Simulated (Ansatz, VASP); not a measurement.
## Sn2As3: VASP beside Ansatz

```
Sn As
1.0
     3.89866    0.00000    0.00000
    -1.94933    3.37634    0.00000
     0.00000    0.00000    9.68089
Sn As
2 3
Direct
  0.33333 0.66667 0.18239
  0.66667 0.33333 0.81761
  0.00000 0.00000 0.00000
  0.33333 0.66667 0.57052
  0.66667 0.33333 0.42948
```

Alike in both runs: functional PBE; k mesh 12 × 12 × 4; occupations gaussian, width 0.1 eV; no spin polarisation.

Ansatz relaxed the structure, and its values are those at the end. VASP's run is a single point on that final structure, the one shown.

```csv
,VASP,Ansatz
version,VASP 6.6.1,Ansatz 0.2.0
potentials or method,"VASP PAW PBE potentials, release 64 (Sn_d, As), cutoff 520 eV","scalar-relativistic, plane waves, PAW"
valence electrons in the cell,43,73
```

VASP gave:

| Property | Result |
| --- | --- |
| gap on the k mesh at the Fermi level (eV) | none |
| pressure (GPa) | 0.1 |
| rms of the force components (eV/Å) | 0.013 |

Problem. What did Ansatz give for the same quantities?

Solution. gap on the k mesh at the Fermi level (eV): none; pressure (GPa): 0.0; rms of the force components (eV/Å): 0.004.

A gap of «none» marks a metal or a gap that the smearing closes. The functional is the same, so the differences come from potentials, cutoffs and numerics. VASP's potentials hold 43 valence electrons a cell and Ansatz's 73, so a difference there can come from the potentials and not from the codes.
